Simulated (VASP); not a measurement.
# HfO2 (R-3m) in VASP: a series of runs

HfO2 is run at these levels: PBE; tasks: single point.

Everything below comes from runs of VASP 6.6.1. Logs are shortened: lines on timing, memory, paths and dates and some standing lists are left out, and cuts for length are marked.

## (1) The cell of the first run

Symmetry: R-3m, No. 166, trigonal system. The conventional cell has a = 3.619 Å, b = 3.619 Å, c = 9.228 Å, α = 90.00°, β = 90.00°, γ = 120.00°. Hf (site symmetry -3m) has 8 O at 2.23 to 2.31 Å within 2.9 Å. Within 2.9 Å of O (site symmetry 3m) lie 4 Hf at 2.23 to 2.31 Å and 6 O at 2.59 Å.

## (2) Single point, PBE (11.63 Å³/atom)

Contents of INCAR:

```
  PREC = Accurate
  ENCUT = 520
  EDIFF = 1E-6
  ISMEAR = 0
  SIGMA = 0.05
  LREAL = False
  LASPH = True
  NELM = 60
  ALGO = Normal
  ISIF = 2
  LWAVE = False
  LCHARG = False
  GGA = PE
  NBANDS = 18
```

Contents of KPOINTS:

```
Automatic mesh
0
Gamma
  8 8 8
```

Contents of POSCAR:

```
HfO2
1.0
    0.0699444991      2.6288895880      2.6288895880
    2.6288895880      0.0699444991      2.6288895880
    2.6288895880      2.6288895880      0.0699444991
Hf O
1 2
Direct
    0.0000000000      0.0000000000      0.0000000000
    0.2500000000      0.2500000000      0.2500000000
    0.7500000000      0.7500000000      0.7500000000
```

Potentials or basis: VASP PAW PBE potentials, release 64 (Hf_pv, O).

On the command line:

```console
> cat potpaw_PBE.64/Hf_pv/POTCAR potpaw_PBE.64/O/POTCAR > POTCAR
> mpirun -np 1 vasp_std > vasp.out
```

OUTCAR:

```text
PREC = Accurate
   ENCUT = 520
   EDIFF = 1E-6
   ISMEAR = 0
   LREAL = False
   LASPH = True
   NELM = 60
   ISIF = 2
   GGA = PE

 ion  position               nearest neighbor table
   1  0.000  0.000  0.000-   3 2.23   3 2.23   3 2.23   2 2.23   2 2.23   2 2.23   3 2.31   2 2.31

   2  0.250  0.250  0.250-   1 2.23   1 2.23   1 2.23   1 2.31
   3  0.750  0.750  0.750-   1 2.23   1 2.23   1 2.23   1 2.31

  LATTYP: Found a trigonal (rhomboedric) cell.
 ALAT       =     3.7184691964
 COS(alpha) =     0.5264197777

  Lattice vectors:

 A1 = (   0.0699444991,   2.6288895880,   2.6288895880)
 A2 = (   2.6288895880,   0.0699444991,   2.6288895880)
 A3 = (   2.6288895880,   2.6288895880,   0.0699444991)

Analysis of symmetry for initial positions (statically):
=====================================================================
 Subroutine PRICEL returns:
 Original cell was already a primitive cell.

 Routine SETGRP: Setting up the symmetry group for a
 trigonal (rhombohedral) supercell.

 Subroutine GETGRP returns: Found 12 space group operations
 (whereof 12 operations were pure point group operations)
 out of a pool of 12 trial point group operations.

The static configuration has the point symmetry D_3d.

Analysis of symmetry for dynamics (positions and initial velocities):
=====================================================================
 Subroutine PRICEL returns:
 Original cell was already a primitive cell.

 Routine SETGRP: Setting up the symmetry group for a
 trigonal (rhombohedral) supercell.

 Subroutine GETGRP returns: Found 12 space group operations
 (whereof 12 operations were pure point group operations)
 out of a pool of 12 trial point group operations.

The dynamic configuration has the point symmetry D_3d.

 Subroutine INISYM returns: Found 12 space group operations
 (whereof 12 operations are pure point group operations),
 and found     1 'primitive' translations

----------------------------------------------------------------------------------------

                                     Primitive cell

  volume of cell :      34.8870

  direct lattice vectors                    reciprocal lattice vectors
     0.069944499  2.628889588  2.628889588    -0.197958215  0.192827818  0.192827818
     2.628889588  0.069944499  2.628889588     0.192827818 -0.197958215  0.192827818
     2.628889588  2.628889588  0.069944499     0.192827818  0.192827818 -0.197958215

  length of vectors
     3.718469196  3.718469196  3.718469196     0.336975652  0.336975652  0.336975652

  position of ions in fractional coordinates (direct lattice)
     0.000000000  0.000000000  0.000000000
     0.250000000  0.250000000  0.250000000
     0.750000000  0.750000000  0.750000000

  ion indices of the primitive-cell ions
   primitive index   ion index
                 1           1
                 2           2
                 3           3

----------------------------------------------------------------------------------------

 KPOINTS: Automatic mesh

Automatic generation of k-mesh.
 Grid dimensions read from file:
 generate k-points for:    8    8    8

 Generating k-lattice:

  Cartesian coordinates                     Fractional coordinates (reciprocal lattice)
    -0.024744777  0.024103477  0.024103477     0.125000000  0.000000000  0.000000000
     0.024103477 -0.024744777  0.024103477     0.000000000  0.125000000  0.000000000
     0.024103477  0.024103477 -0.024744777     0.000000000  0.000000000  0.125000000

  Length of vectors
     0.042121956  0.042121956  0.042121956

  Shift w.r.t. Gamma in fractional coordinates (k-lattice)
     0.000000000  0.000000000  0.000000000

 Subroutine IBZKPT returns following result:
 ===========================================

 Found     65 irreducible k-points:

 Following reciprocal coordinates:
            Coordinates               Weight
  0.000000  0.000000  0.000000      1.000000
  0.125000  0.000000 -0.000000      6.000000
  0.250000  0.000000 -0.000000      6.000000
  0.375000  0.000000 -0.000000      6.000000
  0.500000  0.000000 -0.000000      3.000000
  0.125000  0.125000  0.000000      6.000000
[... 16 lines left out ...]
  0.250000  0.125000  0.125000      6.000000
  0.375000  0.125000  0.125000      6.000000
 [... further k-points ...]
   k-points           NKPTS =     65   k-points in BZ     NKDIM =     65   number of bands    NBANDS=     18
   number of dos      NEDOS =    301   number of ions     NIONS =      3
   total plane-waves  NPLWV =  21952
   dimension x,y,z NGX =    28 NGY =   28 NGZ =   28
   dimension x,y,z NGXF=    56 NGYF=   56 NGZF=   56
   ions per type =               1   2
   NGX,Y,Z   is equivalent  to a cutoff of  12.52, 12.52, 12.52 a.u.
   NGXF,Y,Z  is equivalent  to a cutoff of  25.04, 25.04, 25.04 a.u.
 SYSTEM =  unknown system
   PREC   = accura    normal or accurate (medium, high low for compatibility)
   ISTART =      0    job   : 0-new  1-cont  2-samecut
   ICHARG =      2    charge: 1-file 2-atom 10-const
   ISPIN  =      1    spin polarized calculation?
   LNONCOLLINEAR =      F non collinear calculations
   LSORBIT =      F    spin-orbit coupling
   LASPH  =      T    aspherical Exc in radial PAW
   ENCUT  =  520.0 eV  38.22 Ry    6.18 a.u.   6.91  6.91  6.91*2*pi/ulx,y,z
   NELM   =     60;   NELMIN=  2; NELMDL= -5     # of ELM steps
   EDIFF  = 0.1E-05   stopping-criterion for ELM
   LREAL  =      F    real-space projection
   EDIFFG = 0.1E-04   stopping-criterion for IOM
   NSW    =      0    number of steps for IOM
   IBRION =     -1    ionic relax: 0-MD 1-quasi-New 2-CG
   NFREE  =      0    steps in history (QN), initial steepest desc. (CG)
   ISIF   =      2    stress and relaxation
   ISYM   =      2    0-nonsym 1-usesym 2-fastsym
   POTIM  = 0.5000    time-step for ionic-motion
   TEBEG  =    0.0;   TEEND  =   0.0 temperature during run
   PSTRESS=    0.0 pullay stress
   NELECT =      22.0000    total number of electrons
   NUPDOWN=      -1.0000    fix difference up-down
   EMIN   =  10.00;   EMAX   =-10.00  energy-range for DOS
   EFERMI =   0.00;   METHOD = LEGACY
   ISMEAR =     0;   SIGMA  =   0.05  broadening in eV -4-tet -1-fermi 0-gaus
   EFERMI_NEDOS =   21; number of points for ismear=-14 and -15
   IALGO  =     38    algorithm
   IMIX   =      4    mixing-type and parameters
     AMIX     =   0.40;   BMIX     =  1.00
     AMIX_MAG =   1.60;   BMIX_MAG =  1.00
  volume/ion in A,a.u.               =      11.63        78.48
  Fermi-wavevector in a.u.,A,eV,Ry     =   1.403873  2.652935 26.815174  1.970860
  Thomas-Fermi vector in A             =   2.526491
   LORBIT       =      0    0 simple, 1 ext, 2 COOP (PROOUT), +10 PAW based schemes
   GGA     = PE    functional components
   LHFCALC =     F    Hartree Fock is set to
   AEXX    =    0.0000 exact exchange contribution
   IVDW    =     0    specifies the selected vdW correction
   LEPSILON=     F    determine dielectric tensor
   LRPA    =     F    only Hartree local field effects (RPA)
 non-spin polarized calculation
 Gauss-broadening in eV      SIGMA  =   0.05
  energy-cutoff  :      520.00
  volume of cell :       34.89
 maximum number of plane-waves:       956
   NGX = 13   NGY = 13   NGZ = 13

 number of electron      21.9999999 magnetization

 Free energy of the ion-electron system (eV)
  ---------------------------------------------------
  ext. energy  EPLUGINS =         0.00000000
  ---------------------------------------------------
  free energy    TOTEN  =       -30.12963167 eV

  energy without entropy =      -30.12963167  energy(sigma->0) =      -30.12963167

 E-fermi :   4.0270     XC(G=0): -11.4763

 val. band max:        3.6983871031   @ k =   0.5000   0.5000   0.0000
 cond. band min:       7.3278659792   @ k =   0.5000   0.5000   0.0000
 fundamental gap:      3.6294788761
 Fermi energy:         4.0270275372

 k-point     1 :       0.0000    0.0000    0.0000
  band No.  band energies     occupation
      1     -26.3207      2.00000
      2     -26.2856      2.00000
      3     -26.2856      2.00000
      4     -14.6139      2.00000
      5     -11.9125      2.00000
      6      -1.2770      2.00000
[... 10 lines left out ...]
     17      13.4280      0.00000
     18      16.7375      0.00000

 k-point     2 :       0.1250    0.0000   -0.0000
  band No.  band energies     occupation
      1     -26.3419      2.00000
      2     -26.3196      2.00000
      3     -26.2922      2.00000
      4     -14.4314      2.00000
      5     -12.0611      2.00000
      6      -1.1272      2.00000
[... 10 lines left out ...]
     17      13.2093      0.00000
     18      16.7544      0.00000

 k-point     3 :       0.2500    0.0000   -0.0000
  band No.  band energies     occupation
      1     -26.4572      2.00000
      2     -26.3337      2.00000
      3     -26.3081      2.00000
      4     -13.9924      2.00000
      5     -12.3728      2.00000
      6      -0.7684      2.00000
[... 10 lines left out ...]
     17      12.7968      0.00000
     18      15.7868      0.00000

 k-point     4 :       0.3750    0.0000   -0.0000
  band No.  band energies     occupation
      1     -26.5706      2.00000
      2     -26.3449      2.00000
      3     -26.3239      2.00000
      4     -13.5955      2.00000
      5     -12.5804      2.00000
      6      -0.4025      2.00000
[... 10 lines left out ...]
     17      12.8878      0.00000
     18      15.1721      0.00000

 k-point     5 :       0.5000    0.0000   -0.0000
  band No.  band energies     occupation
      1     -26.6163      2.00000
      2     -26.3494      2.00000
      3     -26.3304      2.00000
      4     -13.4788      2.00000
      5     -12.6003      2.00000
      6      -0.2569      2.00000
[... 10 lines left out ...]
     17      12.5494      0.00000
     18      15.4356      0.00000

 k-point     6 :       0.1250    0.1250    0.0000
  band No.  band energies     occupation
      1     -26.3532      2.00000
      2     -26.3187      2.00000
      3     -26.2986      2.00000
      4     -14.3765      2.00000
      5     -12.1036      2.00000
      6      -1.1075      2.00000
[... 10 lines left out ...]
     17      13.0539      0.00000
     18      16.5948      0.00000

 k-point     7 :       0.2500    0.1250    0.0000
  band No.  band energies     occupation
      1     -26.4294      2.00000
      2     -26.3405      2.00000
      3     -26.3154      2.00000
      4     -14.0189      2.00000
      5     -12.3576      2.00000
      6      -0.8565      2.00000
[... 10 lines left out ...]
     17      12.7730      0.00000
     18      16.2556      0.00000

 k-point     8 :       0.3750    0.1250    0.0000
  band No.  band energies     occupation
      1     -26.5315      2.00000
      2     -26.3561      2.00000
      3     -26.3394      2.00000
      4     -13.5856      2.00000
      5     -12.6030      2.00000
      6      -0.5306      2.00000
[... 10 lines left out ...]
     17      13.2284      0.00000
     18      15.6436      0.00000
[... 229 lines left out ...]
     17      15.1598      0.00000
     18      16.7466      0.00000

 k-point    20 :      -0.3750    0.3750    0.0000
  band No.  band energies     occupation
      1     -26.5608      2.00000
      2     -26.4628      2.00000
      3     -26.3824      2.00000
      4     -12.9815      2.00000
      5     -12.8477      2.00000
      6      -1.7025      2.00000
[... 10 lines left out ...]
     17      15.8538      0.00000
     18      16.5690      0.00000

 k-point    21 :       0.5000    0.5000    0.0000
  band No.  band energies     occupation
      1     -26.6299      2.00000
      2     -26.4005      2.00000
      3     -26.3739      2.00000
      4     -13.0255      2.00000
      5     -12.7919      2.00000
      6      -2.3316      2.00000
[... 10 lines left out ...]
     17      16.0787      0.00000
     18      16.5525      0.00000

 k-point    22 :       0.1250    0.1250    0.1250
  band No.  band energies     occupation
      1     -26.3629      2.00000
      2     -26.2899      2.00000
      3     -26.2899      2.00000
      4     -14.4570      2.00000
      5     -12.0405      2.00000
      6      -1.0892      2.00000
[... 10 lines left out ...]
     17      13.2103      0.00000
     18      16.3590      0.00000

 k-point    23 :       0.2500    0.1250    0.1250
  band No.  band energies     occupation
      1     -26.4039      2.00000
      2     -26.3284      2.00000
      3     -26.2951      2.00000
      4     -14.1965      2.00000
      5     -12.2343      2.00000
      6      -1.0428      2.00000
[... 10 lines left out ...]
     17      13.1146      0.00000
     18      16.2794      0.00000

 k-point    24 :       0.3750    0.1250    0.1250
  band No.  band energies     occupation
      1     -26.4894      2.00000
      2     -26.3706      2.00000
      3     -26.3109      2.00000
      4     -13.7552      2.00000
      5     -12.5098      2.00000
      6      -0.8657      2.00000
[... 10 lines left out ...]
     17      12.9066      0.00000
     18      15.8291      0.00000

 [... further k-points ...]

------------------------ aborting loop because EDIFF is reached ----------------------------------------

  FORCE on cell =-STRESS in cart. coord.  units (eV):
  Direction    XX          YY          ZZ          XY          YZ          ZX
  --------------------------------------------------------------------------------------
  -------------------------------------------------------------------------------------
  Total       -3.1005556     -3.1005556     -3.1005556     -0.2889952     -0.2889952     -0.2889952
  in kB     -142.3922911   -142.3922911   -142.3922911    -13.2720371    -13.2720371    -13.2720371
  external PRESSURE =    -142.3922911 kB  Pullay stress =       0.0000000 kB

 VOLUME and BASIS-vectors are now :
 -----------------------------------------------------------------------------
  energy-cutoff  :      520.00
  volume of cell :       34.89
      direct lattice vectors                 reciprocal lattice vectors
     0.069944499  2.628889588  2.628889588    -0.197958215  0.192827818  0.192827818
     2.628889588  0.069944499  2.628889588     0.192827818 -0.197958215  0.192827818
     2.628889588  2.628889588  0.069944499     0.192827818  0.192827818 -0.197958215

 POSITION                                       TOTAL-FORCE (eV/Angst)
 -----------------------------------------------------------------------------------
      0.00000      0.00000      0.00000        -0.000000     -0.000000     -0.000000
      1.33193      1.33193      1.33193        -0.071059     -0.071059     -0.071059
      3.99579      3.99579      3.99579         0.071059      0.071059      0.071059
 -----------------------------------------------------------------------------------
    total drift:                                0.000000      0.000000      0.000000

  FREE ENERGIE OF THE ION-ELECTRON SYSTEM (eV)
  ---------------------------------------------------
  free  energy   TOTEN  =       -30.1296316728 eV

  energy  without entropy=      -30.1296316728  energy(sigma->0) =      -30.12963167
```

Wall time 46 s (1 thread of Intel Xeon 8259CL, shared host); peak memory 0.18 GiB.

What came out:

```
Free energy            : -30.1296 eV
Pressure               : -14.2 GPa
Largest force          : 0.123 eV/Å
Band gap on the k mesh : 3.63 eV
```

Forces in eV/Å, atoms in the order of the input:
```
Hf   0.000  0.000  0.000
O   -0.071 -0.071 -0.071
O    0.071  0.071  0.071
```

Caveat: the cell stands under tension; spin-orbit coupling is left out, which moves the levels of the heavy elements. A k mesh can miss the band edges.

(Continued in part 2 of 2.)
